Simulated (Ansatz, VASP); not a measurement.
## In3Se in VASP and in Ansatz

INCAR

```
SYSTEM = In3Se
  PREC = Accurate
  ENCUT = 520
  EDIFF = 1E-7
  ISMEAR = 0
  SIGMA = 0.15
  LREAL = .FALSE.
  LASPH = .TRUE.
  NELM = 60
  ALGO = Normal
  ISIF = 2
  LWAVE = .FALSE.
  LCHARG = .TRUE.
  GGA = PS
  IVDW = 12
  LELF = .TRUE.
  LVHAR = .TRUE.
  NBANDS = 30
```

Contents of KPOINTS:

```
regular mesh
0
G
  10 10 10
  0 0 0
```

File POSCAR:

```
In3Se
1.0
    4.5878535042      0.0000000000      0.0000000000
    0.0000000000      4.5878535042      0.0000000000
    0.0000000000      0.0000000000      4.5878535042
In Se
3 1
Direct
    0.0000000000      0.5000000000      0.5000000000
    0.5000000000      0.0000000000      0.5000000000
    0.5000000000      0.5000000000      0.0000000000
    0.0653900565      0.0000000000      0.0000000000
```

Input for Ansatz:

```yaml
crystal:
  lattice:
    - [4.5878535042, 0.0, 0.0]
    - [0.0, 4.5878535042, 0.0]
    - [0.0, 0.0, 4.5878535042]
  atoms:
    - { symbol: In, position: [0.0, 0.5, 0.5] }
    - { symbol: In, position: [0.5, 0.0, 0.5] }
    - { symbol: In, position: [0.5, 0.5, 0.0] }
    - { symbol: Se, position: [0.0653900565, 0.0, 0.0] }
basis:
  ecutwfc: 420
kpoints:
  mp_grid: { grid: [10, 10, 10] }
hamiltonian:
  xc: pbesol
  dispersion: d3bj
scf:
  occupations: { method: gaussian, width: 0.15 }
output:
  forces: true
  stress: true
  eigenvalues: true
  write_density: true
  write_potential: true
  elf: true
  volumetric_format: npy
```

Alike in both runs: task single point; functional PBEsol; dispersion D3(BJ); k mesh 10 × 10 × 10; occupations gaussian, width 0.15 eV; no spin polarisation.

```csv
,VASP,Ansatz
version,VASP 6.6.1,Ansatz 0.2.0
potentials or method,"VASP PAW PBE potentials, release 64 (In_d, Se), cutoff 520 eV","scalar-relativistic, plane waves, PAW"
valence electrons in the cell,45,55
```

|  | VASP | Ansatz | Ansatz less VASP |
| --- | --- | --- | --- |
| gap on the k mesh at the Fermi level (eV) | none | none | - |
| pressure (GPa) | 0.5 | 0.5 | -0.01 |
| traceless stress, the component that is largest in VASP (GPa) | -0.55 | -0.55 | 0.000 |
| rms of the force components (eV/Å) | 0.131 | 0.128 | -0.0022 |

VASP's potentials were made for PBE, not for PBEsol. Atom by atom the forces differ by 0.003 eV/Å (rms over components). A gap of «none» marks a metal or a gap that the smearing closes. VASP's potentials hold 45 valence electrons a cell and Ansatz's 55, so a difference there can come from the potentials and not from the codes.
